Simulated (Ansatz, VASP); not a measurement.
YTl in VASP and in Ansatz

Contents of INCAR:

```
ALGO = Normal ; EDIFF = 1E-8
ENCUT = 520 ; ISIF = 2
ISMEAR = -1 ; LASPH = True
LCHARG = False ; LEFG = True
LREAL = False ; LWAVE = False
NBANDS = 19 ; NELM = 60
PREC = Accurate ; SIGMA = 0.08
```

File KPOINTS:

```
k-points
0
Gamma
  11 11 11
```

The input POSCAR:

```
YTl
1.0
    3.7510000000     -0.0187550000     -0.0187550000
   -0.0187550000      3.7510000000     -0.0187550000
   -0.0187550000     -0.0187550000      3.7510000000
Y Tl
1 1
Direct
    0.5000000000      0.5000000000      0.5000000000
    0.0000000000      0.0000000000      0.0000000000
```

Input for Ansatz:

```yaml
crystal:
  lattice:
    - [3.751, -0.018755, -0.018755]
    - [-0.018755, 3.751, -0.018755]
    - [-0.018755, -0.018755, 3.751]
  atoms:
    - { symbol: "Y", position: [0.5, 0.5, 0.5] }
    - { symbol: Tl, position: [0.0, 0.0, 0.0] }
kpoints:
  mp_grid: { grid: [11, 11, 11] }
scf:
  occupations: { method: fermi_dirac, width: 0.08 }
hamiltonian:
  xc: lda
  pseudopotentials: { kind: all_electron, datasets: crystal }
output:
  forces: true
  stress: true
  eigenvalues: true
  efg: { contact_densities: true }
```

Change from the starting cell: equal xy, yz and zx shear strains of -1 %, crystal datasets.

Alike in both runs: task electric field gradients; functional LDA; k mesh 11 × 11 × 11; occupations fermi-dirac, width 0.08 eV; no spin polarisation.

|  | VASP | Ansatz |
| --- | --- | --- |
| version | VASP 6.6.1 | Ansatz 0.2.0 |
| potentials or method | VASP PAW LDA potentials, release 64 (Y_sv, Tl_d), cutoff 520 eV | all-electron PAW with datasets made for the crystal, scalar-relativistic |

|  | VASP | Ansatz | Ansatz less VASP |
| --- | --- | --- | --- |
| pressure (GPa) | -2.9 | -3.0 | -0.06 |
| traceless stress, the component that is largest in VASP (GPa) | 0.36 | 0.36 | -0.006 |
| size of Vzz on the site where it differs most (V/Å²) | 17.9 | 14.6 | -3.30 |

LDA's correlation is that of Perdew and Zunger in VASP and of Perdew and Wang (1992) in Ansatz. Ansatz ran all-electron here, and VASP with PAW potentials.

Neither program's run includes spin-orbit coupling.
